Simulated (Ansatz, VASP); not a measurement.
**GaN: VASP beside Ansatz**

Contents of INCAR:

```
  ALGO = Normal
  EDIFF = 1E-7
  ENCUT = 520
  GGA = CA
  ISIF = 2
  ISMEAR = -1
  LASPH = True
  LCHARG = True
  LELF = True
  LREAL = False
  LVHAR = True
  LWAVE = False
  NBANDS = 16
  NELM = 100
  PREC = Accurate
  SIGMA = 0.05
```

File KPOINTS:

```
k-points
0
Gamma
  10 10 10
```

Contents of POSCAR:

```
GaN
1.0
    0.0000000000      2.2535006075      2.2535006075
    2.2535006075      0.0000000000      2.2535006075
    2.2535006075      2.2535006075      0.0000000000
Ga N
1 1
Direct
    0.0000000000      0.0000000000      0.0000000000
    0.2500000000      0.2500000000      0.2500000000
```

File input.yaml:

```yaml
crystal:
  lattice:
    - [0.0, 2.2535006075, 2.2535006075]
    - [2.2535006075, 0.0, 2.2535006075]
    - [2.2535006075, 2.2535006075, 0.0]
  atoms:
    - { symbol: Ga, position: [0.0, 0.0, 0.0] }
    - { symbol: "N", position: [0.25, 0.25, 0.25] }
kpoints:
  mp_grid: { grid: [10, 10, 10] }
  band_path:
    path:
      - [0.0, 0.0, 0.0]
      - [0.5, 0.0, 0.5]
      - [0.5, 0.25, 0.75]
      - [0.375, 0.375, 0.75]
      - [0.0, 0.0, 0.0]
      - [0.5, 0.5, 0.5]
      - [0.625, 0.25, 0.625]
      - [0.5, 0.25, 0.75]
    npoints: 6
scf:
  occupations: { method: fermi_dirac, width: 0.05 }
hamiltonian:
  xc: lda
  pseudopotentials: { kind: all_electron, lapw: { basis_error: 0.001 } }
output:
  forces: true
  stress: true
  eigenvalues: true
```

Alike in both runs: functional LDA; k mesh 10 × 10 × 10; occupations fermi-dirac, width 0.05 eV; no spin polarisation.

|  | VASP | Ansatz |
| --- | --- | --- |
| version | VASP 6.6.1 | Ansatz 0.2.0 |
| potentials or method | VASP PAW LDA potentials, release 64 (Ga_d, N), cutoff 520 eV | all-electron LAPW, scalar-relativistic |
| task | single point | band structure |

|  | VASP | Ansatz | Ansatz less VASP |
| --- | --- | --- | --- |
| gap on the k mesh at the Fermi level (eV) | 1.75 | 1.74 | -0.011 |
| least direct gap on the mesh (eV) | 1.75 | 1.74 | -0.011 |
| pressure (GPa) | -5.5 | -6.3 | -0.78 |

LDA's correlation is that of Perdew and Zunger in VASP and of Perdew and Wang (1992) in Ansatz. Ansatz ran all-electron here, and VASP with PAW potentials.
